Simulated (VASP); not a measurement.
# Al (I4/mmm) in VASP: notebook

Al is run at these levels: PBEsol+D3(BJ); tasks: single point.

Program: VASP 6.6.1. These are calculated values, not measurements. Logs are shortened: lines on timing, memory, paths and dates and some standing lists are left out, and cuts for length are marked.

## 1. The cell of the first run

The structure is tetragonal, space group I4/mmm (No. 139). Conventional cell: a = 2.840 Å, b = 2.840 Å, c = 3.856 Å, α = 90.00°, β = 90.00°, γ = 90.00°. Within 3.7 Å of Al (site symmetry 4/mmm) lie 12 Al at 2.78 to 2.84 Å.

## 2. Single point, PBEsol+D3(BJ)

INCAR reads:

```
SYSTEM = Al
ALGO = Fast
EDIFF = 1E-6
ENCUT = 520
GGA = PS
ISIF = 2
ISMEAR = 0
IVDW = 12
LASPH = .TRUE.
LCHARG = .FALSE.
LREAL = .FALSE.
LWAVE = .FALSE.
NBANDS = 8
NELM = 60
PREC = Accurate
SIGMA = 0.15
```

KPOINTS reads:

```
k-points
0
G
  28 28 28
  0 0 0
```

POSCAR reads:

```
Al
1.0
    0.0000000000      2.0084217763      1.9280849052
    2.0084217763      0.0000000000      1.9280849052
    2.0084217763      2.0084217763      0.0000000000
Al
1
Direct
    0.0000000000      0.0000000000      0.0000000000
```

Potentials or basis: VASP PAW PBE potentials, release 64 (Al).

Run with:

```
$ cat potpaw_PBE.64/Al/POTCAR > POTCAR
$ mpirun -np 1 vasp_std > vasp.out
```

OUTCAR:

```text
SYSTEM = Al
   EDIFF = 1E-6
   ENCUT = 520
   GGA = PS
   ISIF = 2
   ISMEAR = 0
   IVDW = 12
   LASPH = .TRUE.
   LREAL = .FALSE.
   NELM = 60
   PREC = Accurate
 IVDW          = 12

 ion  position               nearest neighbor table
   1  0.000  0.000  0.000-

  LATTYP: Found a body centered tetragonal cell.
 ALAT       =     2.8403373150
 C/A-ratio  =     1.3576450198

  Lattice vectors:

 A1 = (   0.0000000000,  -2.0084217763,  -1.9280849052)
 A2 = (   0.0000000000,   2.0084217763,  -1.9280849052)
 A3 = (   2.0084217763,   0.0000000000,   1.9280849052)

Analysis of symmetry for initial positions (statically):
=====================================================================
 Subroutine PRICEL returns:
 Original cell was already a primitive cell.

 Routine SETGRP: Setting up the symmetry group for a
 body centered tetragonal supercell.

 Subroutine GETGRP returns: Found 16 space group operations
 (whereof 16 operations were pure point group operations)
 out of a pool of 16 trial point group operations.

The static configuration has the point symmetry D_4h.

Analysis of symmetry for dynamics (positions and initial velocities):
=====================================================================
 Subroutine PRICEL returns:
 Original cell was already a primitive cell.

 Routine SETGRP: Setting up the symmetry group for a
 body centered tetragonal supercell.

 Subroutine GETGRP returns: Found 16 space group operations
 (whereof 16 operations were pure point group operations)
 out of a pool of 16 trial point group operations.

The dynamic configuration has the point symmetry D_4h.

 Subroutine INISYM returns: Found 16 space group operations
 (whereof 16 operations are pure point group operations),
 and found     1 'primitive' translations

----------------------------------------------------------------------------------------

                                     Primitive cell

  volume of cell :      15.5549

  direct lattice vectors                    reciprocal lattice vectors
     0.000000000  2.008421776  1.928084905    -0.248951692  0.248951692  0.259324679
     2.008421776  0.000000000  1.928084905     0.248951692 -0.248951692  0.259324679
     2.008421776  2.008421776  0.000000000     0.248951692  0.248951692 -0.259324679

  length of vectors
     2.784110169  2.784110169  2.840337315     0.437267858  0.437267858  0.437267858

  position of ions in fractional coordinates (direct lattice)
     0.000000000  0.000000000  0.000000000

  ion indices of the primitive-cell ions
   primitive index   ion index
                 1           1

----------------------------------------------------------------------------------------

 KPOINTS: k-points

Automatic generation of k-mesh.
 Grid dimensions read from file:
 generate k-points for:   28   28   28

 Generating k-lattice:

  Cartesian coordinates                     Fractional coordinates (reciprocal lattice)
    -0.008891132  0.008891132  0.009261596     0.035714286 -0.000000000  0.000000000
     0.008891132 -0.008891132  0.009261596    -0.000000000  0.035714286  0.000000000
     0.008891132  0.008891132 -0.009261596     0.000000000  0.000000000  0.035714286

  Length of vectors
     0.015616709  0.015616709  0.015616709

  Shift w.r.t. Gamma in fractional coordinates (k-lattice)
     0.000000000  0.000000000  0.000000000

 Subroutine IBZKPT returns following result:
 ===========================================

 Found   1639 irreducible k-points:

 Following reciprocal coordinates:
            Coordinates               Weight
  0.000000  0.000000  0.000000      1.000000
  0.035714 -0.000000  0.000000      8.000000
  0.071429 -0.000000  0.000000      8.000000
  0.107143 -0.000000  0.000000      8.000000
  0.142857  0.000000  0.000000      8.000000
  0.178571 -0.000000  0.000000      8.000000
[... 16 lines left out ...]
  0.285714  0.035714  0.000000      8.000000
  0.321429  0.035714  0.000000      8.000000
 [... further k-points ...]
   k-points           NKPTS =   1639   k-points in BZ     NKDIM =   1639   number of bands    NBANDS=      8
   number of dos      NEDOS =    301   number of ions     NIONS =      1
   total plane-waves  NPLWV =  13824
   dimension x,y,z NGX =    24 NGY =   24 NGZ =   24
   dimension x,y,z NGXF=    48 NGYF=   48 NGZF=   48
   ions per type =               1
   NGX,Y,Z   is equivalent  to a cutoff of  14.33, 14.33, 14.05 a.u.
   NGXF,Y,Z  is equivalent  to a cutoff of  28.66, 28.66, 28.09 a.u.
 SYSTEM =  Al
   PREC   = accura    normal or accurate (medium, high low for compatibility)
   ISTART =      0    job   : 0-new  1-cont  2-samecut
   ICHARG =      2    charge: 1-file 2-atom 10-const
   ISPIN  =      1    spin polarized calculation?
   LNONCOLLINEAR =      F non collinear calculations
   LSORBIT =      F    spin-orbit coupling
   LASPH  =      T    aspherical Exc in radial PAW
   ENCUT  =  520.0 eV  38.22 Ry    6.18 a.u.   5.18  5.18  5.28*2*pi/ulx,y,z
   NELM   =     60;   NELMIN=  2; NELMDL= -5     # of ELM steps
   EDIFF  = 0.1E-05   stopping-criterion for ELM
   LREAL  =      F    real-space projection
   EDIFFG = 0.1E-04   stopping-criterion for IOM
   NSW    =      0    number of steps for IOM
   IBRION =     -1    ionic relax: 0-MD 1-quasi-New 2-CG
   NFREE  =      0    steps in history (QN), initial steepest desc. (CG)
   ISIF   =      2    stress and relaxation
   ISYM   =      2    0-nonsym 1-usesym 2-fastsym
   POTIM  = 0.5000    time-step for ionic-motion
   TEBEG  =    0.0;   TEEND  =   0.0 temperature during run
   PSTRESS=    0.0 pullay stress
   NELECT =       3.0000    total number of electrons
   NUPDOWN=      -1.0000    fix difference up-down
   EMIN   =  10.00;   EMAX   =-10.00  energy-range for DOS
   EFERMI =   0.00;   METHOD = LEGACY
   ISMEAR =     0;   SIGMA  =   0.15  broadening in eV -4-tet -1-fermi 0-gaus
   EFERMI_NEDOS =   21; number of points for ismear=-14 and -15
   IALGO  =     68    algorithm
   IMIX   =      4    mixing-type and parameters
     AMIX     =   0.40;   BMIX     =  1.00
     AMIX_MAG =   1.60;   BMIX_MAG =  1.00
  volume/ion in A,a.u.               =      15.55       104.97
  Fermi-wavevector in a.u.,A,eV,Ry     =   0.945859  1.787415 12.172452  0.894650
  Thomas-Fermi vector in A             =   2.073802
   LORBIT       =      0    0 simple, 1 ext, 2 COOP (PROOUT), +10 PAW based schemes
   GGA     = PS    functional components
   LHFCALC =     F    Hartree Fock is set to
   AEXX    =    0.0000 exact exchange contribution
   IVDW    =    12    specifies the selected vdW correction
   LEPSILON=     F    determine dielectric tensor
   LRPA    =     F    only Hartree local field effects (RPA)
 non-spin polarized calculation
 RMM-DIIS sequential band-by-band and
 Gauss-broadening in eV      SIGMA  =   0.15
  energy-cutoff  :      520.00
  volume of cell :       15.55
 maximum number of plane-waves:       436
 NGX is ok and might be reduce to    24
   NGX = 11   NGY = 11   NGZ = 11

 number of electron       3.0000000 magnetization

 Free energy of the ion-electron system (eV)
  ---------------------------------------------------
  ext. energy  EPLUGINS =         0.00000000
  ---------------------------------------------------
  free energy    TOTEN  =        -4.08385856 eV

  energy without entropy =       -4.07939346  energy(sigma->0) =       -4.08162601

 E-fermi :   8.5809     XC(G=0): -10.4738

 val. band max:        8.5787053142   @ k =  -0.3929   0.1429   0.3929
 cond. band min:       8.5837500235   @ k =  -0.2500   0.5000   0.2500
 fundamental gap:      0.0050447093
 Fermi energy:         8.5808752035

 k-point     1 :       0.0000    0.0000    0.0000
  band No.  band energies     occupation
      1      -2.9655      2.00000
      2      21.3754      0.00000
      3      21.3754      0.00000
      4      21.8235      0.00000
      5      23.3718      0.00000
      6      23.5118      0.00000
      7      23.5118      0.00000
      8      25.5256      0.00000

 k-point     2 :       0.0357   -0.0000    0.0000
  band No.  band energies     occupation
      1      -2.9295      2.00000
      2      20.7316      0.00000
      3      21.2512      0.00000
      4      21.5949      0.00000
      5      23.5677      0.00000
      6      23.6915      0.00000
      7      23.8236      0.00000
      8      25.9215      0.00000

 k-point     3 :       0.0714   -0.0000    0.0000
  band No.  band energies     occupation
      1      -2.8213      2.00000
      2      19.3929      0.00000
      3      20.9653      0.00000
      4      21.3027      0.00000
      5      23.9427      0.00000
      6      24.0834      0.00000
      7      24.1381      0.00000
      8      27.0129      0.00000

 k-point     4 :       0.1071   -0.0000    0.0000
  band No.  band energies     occupation
      1      -2.6412      2.00000
      2      17.9204      0.00000
      3      20.6344      0.00000
      4      21.0025      0.00000
      5      23.9679      0.00000
      6      24.5991      0.00000
      7      24.6971      0.00000
      8      26.3769      0.00000

 k-point     5 :       0.1429    0.0000    0.0000
  band No.  band energies     occupation
      1      -2.3894      2.00000
      2      16.4323      0.00000
      3      20.3163      0.00000
      4      20.7271      0.00000
      5      23.8608      0.00000
      6      25.0072      0.00000
      7      25.2116      0.00000
      8      26.0477      0.00000
[... 177 lines left out ...]
 k-point    22 :       0.2500    0.0357    0.0000
  band No.  band energies     occupation
      1      -1.3214      2.00000
      2      12.5776      0.00000
      3      18.9183      0.00000
      4      20.3366      0.00000
      5      24.0694      0.00000
      6      24.1788      0.00000
      7      24.2256      0.00000
      8      26.5883      0.00000

 k-point    23 :       0.2857    0.0357    0.0000
  band No.  band energies     occupation
      1      -0.8089      2.00000
      2      11.2239      0.00000
      3      18.7693      0.00000
      4      20.2181      0.00000
      5      23.3764      0.00000
      6      23.5499      0.00000
      7      24.2028      0.00000
      8      27.2114      0.00000

 k-point    24 :       0.3214    0.0357    0.0000
  band No.  band energies     occupation
      1      -0.2277      2.00000
      2       9.9218      0.00000
      3      18.6785      0.00000
      4      20.1525      0.00000
      5      22.7210      0.00000
      6      22.9649      0.00000
      7      24.2302      0.00000
      8      26.9295      0.00000

 [... further k-points ...]

------------------------ aborting loop because EDIFF is reached ----------------------------------------

 Edisp (eV)   -0.33707

 E8    (eV) :    -0.2270

  FORCE on cell =-STRESS in cart. coord.  units (eV):
  Direction    XX          YY          ZZ          XY          YZ          ZX
  --------------------------------------------------------------------------------------
  -------------------------------------------------------------------------------------
  Total      -0.06648    -0.06648     0.19224     0.00000     0.00000     0.00000
  in kB      -6.84748    -6.84748    19.80106     0.00000     0.00000     0.00000
  external pressure =        2.04 kB  Pullay stress =        0.00 kB

 VOLUME and BASIS-vectors are now :
 -----------------------------------------------------------------------------
  energy-cutoff  :      520.00
  volume of cell :       15.55
      direct lattice vectors                 reciprocal lattice vectors
     0.000000000  2.008421776  1.928084905    -0.248951692  0.248951692  0.259324679
     2.008421776  0.000000000  1.928084905     0.248951692 -0.248951692  0.259324679
     2.008421776  2.008421776  0.000000000     0.248951692  0.248951692 -0.259324679

 POSITION                                       TOTAL-FORCE (eV/Angst)
 -----------------------------------------------------------------------------------
      0.00000      0.00000      0.00000         0.000000      0.000000      0.000000
 -----------------------------------------------------------------------------------
    total drift:                                0.000000     -0.000000     -0.000000

  FREE ENERGIE OF THE ION-ELECTRON SYSTEM (eV)
  ---------------------------------------------------
  free  energy   TOTEN  =        -4.4209268140 eV

  energy  without entropy=       -4.4164617174  energy(sigma->0) =       -4.41869427
```

It took 62 s on 1 thread of Intel Xeon 6975P-C (Granite Rapids), shared host; peak memory 0.29 GiB.

What came out:

```yaml
Free_energy: -4.4209 eV
Pressure: 0.2 GPa
Dispersion_energy_per_atom: -0.337 eV
```

Levels at points of the mesh, in eV from the Fermi level:
```csv
k point,band 1,band 2,band 3,band 4
"(0.00, 0.00, 0.00)",-11.55,12.79,12.79,13.24
"(0.50, 0.00, 0.00)",-4.83,-4.45,11.24,11.52
"(0.50, 0.50, 0.00)",-2.63,-1.06,4.94,5.35
"(0.50, 0.00, 0.50)",-3.27,-1.91,5.45,6.01
```

Caveat: the PAW data sets were made with another functional, which shifts forces and pressure a little; pairwise dispersion overbinds metals, which lowers pressure and volume.

## 3. Single point, PBEsol+D3(BJ)

INCAR reads:

```
PREC = Accurate
ENCUT = 520
EDIFF = 1E-6
ISMEAR = 0
SIGMA = 0.15
LREAL = F
LASPH = T
NELM = 60
ALGO = Fast
ISIF = 2
LWAVE = F
LCHARG = F
GGA = PS
IVDW = 12
NBANDS = 8
```

KPOINTS reads:

```
Automatic mesh
0
Gamma
  28 28 28
```

POSCAR reads:

```
Al
1.0
    0.0000000000      1.9493159344      2.0467817311
    1.9493159344      0.0000000000      2.0467817311
    1.9493159344      1.9493159344      0.0000000000
Al
1
Direct
    0.0000000000      0.0000000000      0.0000000000
```

Potentials or basis: VASP PAW PBE potentials, release 64 (Al).

Run with:

```
$ cat potpaw_PBE.64/Al/POTCAR > POTCAR
$ mpirun -np 1 vasp_std > vasp.out
```

Run time: 60 s. Hardware: 1 thread of Intel Xeon 6975P-C (Granite Rapids), shared host; peak memory 0.29 GiB.

The run converged. Its results:

```
Free energy                : -4.4197 eV
Pressure                   : 0.3 GPa
Dispersion energy per atom : -0.337 eV
```

Stress tensor (GPa, compression positive):
```
 1.32  0.00  0.00
 0.00  1.32  0.00
 0.00  0.00 -1.84
```

Levels at points of the mesh, in eV from the Fermi level:
```
           k point  band 1  band 2  band 3  band 4  band 5
(0.00, 0.00, 0.00)  -11.54   12.58   13.14   13.14   14.84
(0.50, 0.00, 0.00)   -4.83   -4.45   11.08   11.26   12.29
(0.50, 0.50, 0.00)   -3.53   -2.30    5.66    6.50    6.50
(0.50, 0.00, 0.50)   -2.81   -1.29    5.10    5.41    5.75
```

Caveat: the PAW data sets were made with another functional, which shifts forces and pressure a little; pairwise dispersion overbinds metals, which lowers pressure and volume.
